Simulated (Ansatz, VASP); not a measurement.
## One calculation of KSi2, two programs

Contents of INCAR:

```
PREC = Accurate
ENCUT = 600
EDIFF = 1E-6
ISMEAR = 0
SIGMA = 0.1
LREAL = F
LASPH = T
NELM = 80
ALGO = Normal
ISIF = 3
LWAVE = F
LCHARG = F
GGA = PE
IBRION = 2
NSW = 90
EDIFFG = -0.04
```

The input KPOINTS:

```
regular mesh
0
Gamma
  6 6 6
```

Contents of POSCAR:

```
KSi2
1.0
    0.0000000000      3.1916598912      3.1916598912
    3.1916598912      0.0000000000      3.1916598912
    3.1916598912      3.1916598912      0.0000000000
K Si
1 2
Direct
    0.0000000000      0.0000000000      0.0000000000
    0.2500000000      0.2500000000      0.2500000000
    0.7500000000      0.7500000000      0.7500000000
```

Input for Ansatz:

```yaml
crystal:
  lattice:
    - [0.0, 3.1916598912, 3.1916598912]
    - [3.1916598912, 0.0, 3.1916598912]
    - [3.1916598912, 3.1916598912, 0.0]
  atoms:
    - { symbol: K, position: [0.0, 0.0, 0.0] }
    - { symbol: Si, position: [0.25, 0.25, 0.25] }
    - { symbol: Si, position: [0.75, 0.75, 0.75] }
basis:
  ecutwfc: 420
kpoints:
  mp_grid: { grid: [6, 6, 6] }
hamiltonian:
  xc: pbe
scf:
  occupations: { method: gaussian, width: 0.1 }
  lower_state_search: "off"
output:
  forces: true
  stress: true
  eigenvalues: true
relax:
  adjacent_minimum: "off"
  f_tol: 0.04
  max_steps: 70
  cell: { stress_tol: 0.4 }
```

Alike in both runs: task relaxation of cell and atoms; functional PBE; k mesh 6 × 6 × 6; occupations gaussian, width 0.1 eV; no spin polarisation.

|  | VASP | Ansatz |
| --- | --- | --- |
| version | VASP 6.6.1 | Ansatz 0.2.0 |
| potentials or method | VASP PAW PBE potentials, release 64 (K_sv, Si), cutoff 600 eV | scalar-relativistic, plane waves, PAW |
| valence electrons in the cell | 17 | 17 |

|  | VASP | Ansatz | Ansatz less VASP |
| --- | --- | --- | --- |
| gap on the k mesh at the Fermi level, each at its own relaxed structure (eV) | none | none | - |
| relaxed volume (Å³/atom) | 28.40 | 27.94 | -0.454 |
| relaxed length of the cell vector where the two differ most in proportion (Å) | 4.939 | 4.912 | -0.0265 |

A gap of «none» marks a metal or a gap that the smearing closes.

Noted on VASP's run: the volume moved by over 15 % at a fixed basis, so the end points are rough.
